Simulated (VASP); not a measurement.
Wanted: the native input for a VASP 6.6.1 run.

```
Task                   : single point
Functional             : PBEsol
Dispersion             : D3(BJ)
Potentials or basis    : VASP PAW PBE potentials, release 64 (Ca_sv)
Cutoff                 : 500 eV
k mesh                 : 7 × 7 × 7
Occupations            : gaussian, width 0.05 eV
Spin                   : no spin polarisation
Dipole correction      : no
Further INCAR settings : ALGO = Normal; EDIFF = 1e-06; NBANDS = 11
```

The structure of Ca lies in POSCAR:

```
Ca
1.0
    2.1050496160      2.1050496160      2.1050496160
   -2.1050496160      2.1050496160      2.1050496160
   -2.1050496160     -2.1050496160      2.1050496160
Ca
1
Direct
    0.0000000000      0.0000000000      0.0000000000
```

The input as run:

INCAR

```
ALGO = Normal
EDIFF = 1E-6
ENCUT = 500
GGA = PS
GGA_COMPAT = F
ISIF = 2
ISMEAR = 0
IVDW = 12
LASPH = T
LCHARG = F
LREAL = F
LWAVE = F
NBANDS = 11
NELM = 120
PREC = Accurate
SIGMA = 0.05
```

KPOINTS

```
k-points
0
Gamma
  7 7 7
```

Potentials or basis: VASP PAW PBE potentials, release 64 (Ca_sv).

Launch:

```console
$ cat potpaw_PBE.64/Ca_sv/POTCAR > POTCAR
$ mpirun -np 1 vasp_std > vasp.out
```

Results of the run:

* Pressure: 0.2 GPa
* Band gap on the k mesh: zero (band 5 reaches 2.72 eV, above the bottom of band 6 at 2.47 eV)
* Dispersion energy per atom: -0.271 eV

Caveat: three body term missing; the PAW data sets were made with another functional, which shifts forces and pressure a little; pairwise dispersion overbinds metals, which lowers pressure and volume.

Wall time 6.6 s on 1 thread of Intel(R) Xeon(R) Platinum 8488C (Sapphire Rapids), on a shared host, peak memory 0.16 GiB.
